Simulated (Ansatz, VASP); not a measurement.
**PbS: VASP beside Ansatz**

POSCAR

```
PbS
1.0
    3.4063770407      0.0000000000      0.0000000000
    0.0000000000      3.4063770407      0.0000000000
    0.0000000000      0.0000000000      3.4063770407
Pb S
1 1
Direct
    0.0000000000      0.0000000000      0.0000000000
    0.5000000000      0.5000000000      0.5000000000
```

The input INCAR.step1:

```
ALGO = Normal
EDIFF = 1E-5
ENCUT = 550
GGA = PE
GGA_COMPAT = F
ISMEAR = 0
LASPH = T
LCHARG = F
LREAL = F
LWAVE = T
NBANDS = 17
NELM = 120
PREC = Accurate
SIGMA = 0.05
```

INCAR.step2

```
ALGO = Normal
EDIFF = 1E-6
ENCUT = 550
GGA_COMPAT = F
ISIF = 2
ISMEAR = 0
ISTART = 1
IVDW = 12
LASPH = T
LCHARG = T
LELF = T
LMIXTAU = T
LREAL = F
LVHAR = T
LWAVE = F
METAGGA = R2SCAN
NBANDS = 17
NELM = 120
PREC = Accurate
SIGMA = 0.05
VDW_A1 = 0.49484001
VDW_A2 = 5.73083694
VDW_S6 = 1.0
VDW_S8 = 0.78981345
```

File KPOINTS:

```
k-points
0
Gamma
  10 10 10
```

Input for Ansatz:

```yaml
crystal:
  lattice:
    - [3.4063770407, 0.0, 0.0]
    - [0.0, 3.4063770407, 0.0]
    - [0.0, 0.0, 3.4063770407]
  atoms:
    - { symbol: Pb, position: [0.0, 0.0, 0.0] }
    - { symbol: S, position: [0.5, 0.5, 0.5] }
basis:
  ecutwfc: 500
  ecutrho_ratio: 4
kpoints:
  mp_grid: { grid: [10, 10, 10] }
hamiltonian:
  xc: r2scan
  dispersion: d3bj
scf:
  occupations: { method: gaussian, width: 0.05 }
output:
  forces: true
  stress: true
  eigenvalues: true
```

Alike in both runs: task single point; functional r2SCAN; dispersion D3(BJ); k mesh 10 × 10 × 10; occupations gaussian, width 0.05 eV; no spin polarisation.

```csv
,VASP,Ansatz
version,VASP 6.6.1,Ansatz 0.2.0
potentials or method,"VASP PAW PBE potentials, release 64 (Pb_d, S), cutoff 550 eV","scalar-relativistic, plane waves, PAW"
valence electrons in the cell,20,20
```

|  | VASP | Ansatz | Ansatz less VASP |
| --- | --- | --- | --- |
| gap on the k mesh at the Fermi level (eV) | none | none | - |
| pressure (GPa) | 16.2 | 16.1 | -0.10 |

VASP's potentials were made for PBE, not for r2SCAN. A gap of «none» marks a metal or a gap that the smearing closes. Ansatz's warnings: dispersion damping borrowed.

Neither program's run includes spin-orbit coupling.
